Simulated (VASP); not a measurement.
Write the native input for VASP 6.6.1 that does the following.

```
Task                   : single point
Functional             : PBE
Potentials or basis    : VASP PAW PBE potentials, release 64 (Al, N)
Cutoff                 : 520 eV
k mesh                 : 9 × 9 × 6
Occupations            : gaussian, width 0.05 eV
Spin                   : no spin polarisation
Dipole correction      : no
Further INCAR settings : ALGO = Normal; EDIFF = 1e-06; NBANDS = 16
```

The structure of AlN lies in POSCAR:

```
AlN
1.0
    3.1298889828      0.0000000000     -0.4694833474
   -1.5649444914      2.7105633702      0.2347416737
   -0.7525434444      0.0000000000      4.8162780443
Al N
2 2
Direct
    0.3513073048      0.6670062055      0.0038191090
    0.6843010993      0.3329937945      0.5038191090
    0.3259390763      0.6874865566      0.3811808910
    0.6384525197      0.3125134434      0.8811808910
```

This cell differs from its parent crystal: engineering shear strain xz -0.3000, normal strain along z -0.0400.

These files were run (other wordings do the same):

INCAR

```
PREC = Accurate
ENCUT = 520
EDIFF = 1E-6
ISMEAR = 0
SIGMA = 0.05
LREAL = False
LASPH = True
NELM = 80
ALGO = Normal
ISIF = 2
LWAVE = False
LCHARG = False
GGA = PE
NBANDS = 16
```

KPOINTS

```
regular mesh
0
Gamma
  9 9 6
```

Potentials or basis: VASP PAW PBE potentials, release 64 (Al, N).

Launch:

```sh
$ cat potpaw_PBE.64/Al/POTCAR potpaw_PBE.64/N/POTCAR > POTCAR
$ mpirun -np 1 vasp_std > vasp.out
```

Results of the run:

```json
{"Pressure": "11.0 GPa", "Largest force": "0.011 eV/Å", "Band gap on the k mesh": "2.30 eV, direct"}
```

Caveat: the cell differs from its parent crystal (engineering shear strain xz -0.3000, normal strain along z -0.0400).

Wall time 27 s on 1 thread of Intel(R) Xeon(R) Platinum 8481C CPU @ 2.70GHz (Sapphire Rapids), with other jobs on the host, peak memory 0.19 GiB.
